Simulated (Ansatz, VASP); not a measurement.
## MnO2: VASP beside Ansatz

```
Mn O
1.0
     2.91260    0.00000    0.00000
    -1.45630    2.52239    0.00000
     0.00000    0.00000    4.69162
Mn O
1 2
Direct
  0.00000 0.00000 0.50000
  0.66667 0.33333 0.29371
  0.33333 0.66667 0.70629
```

Change from the starting cell: volume scaled by 1.06, no spin polarisation, PAW files.

Alike in both runs: task single point; functional LDA; k mesh 11 × 11 × 6; occupations fermi-dirac, width 0.03 eV; no spin polarisation.

|  | VASP | Ansatz |
| --- | --- | --- |
| version | VASP 6.6.1 | Ansatz 0.2.0 |
| potentials or method | VASP PAW LDA potentials, release 64 (Mn_sv, O) | PAW with Ansatz's default frozen-core files, scalar-relativistic |
| plane-wave cutoff (eV) | 700 | 420 |
| valence electrons in the cell | 27 | 27 |

```tsv
	VASP	Ansatz	Ansatz less VASP
pressure (GPa)	-26.7	-27.0	-0.22
traceless stress, the component that is largest in VASP (GPa)	10.20	10.52	+0.323
rms of the force components (eV/Å)	0.767	0.774	+0.0071
```

LDA's correlation is that of Perdew and Zunger in VASP and of Perdew and Wang (1992) in Ansatz. Atom by atom the forces differ by 0.007 eV/Å (rms over components).
